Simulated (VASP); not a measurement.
A run of VASP 6.6.1 is set up as follows.

Contents of INCAR:

```
  PREC = Accurate
  ENCUT = 600
  EDIFF = 1E-6
  ISMEAR = -1
  SIGMA = 0.03
  LREAL = False
  LASPH = True
  NELM = 150
  ALGO = Normal
  ISIF = 3
  LWAVE = False
  LCHARG = False
  ISPIN = 2
  MAGMOM = 7
  LORBIT = 11
  LMAXMIX = 6
  GGA = PE
  IBRION = 2
  NSW = 100
  EDIFFG = -0.005
```

KPOINTS

```
regular mesh
0
Gamma
  12 12 12
```

POSCAR

```
Eu
1.0
    0.0000000000      2.5476755377      2.5476755377
    2.5476755377      0.0000000000      2.5476755377
    2.5476755377      2.5476755377      0.0000000000
Eu
1
Direct
    0.0000000000      0.0000000000      0.0000000000
```

Potentials or basis: VASP PAW PBE potentials, release 64 (Eu).

Command:

```bash
$ cat potpaw_PBE.64/Eu/POTCAR > POTCAR
$ mpirun -np 1 vasp_std > vasp.out
```

(1) Predict the space group after relaxing (to 0.1 Å).

(2) What does it give for the net moment?

(3) Estimate the site moments.

Answers

(1) Fm-3m (No. 225).

(2) 7.55 μB per cell.

(3) Eu +6.74 μB.
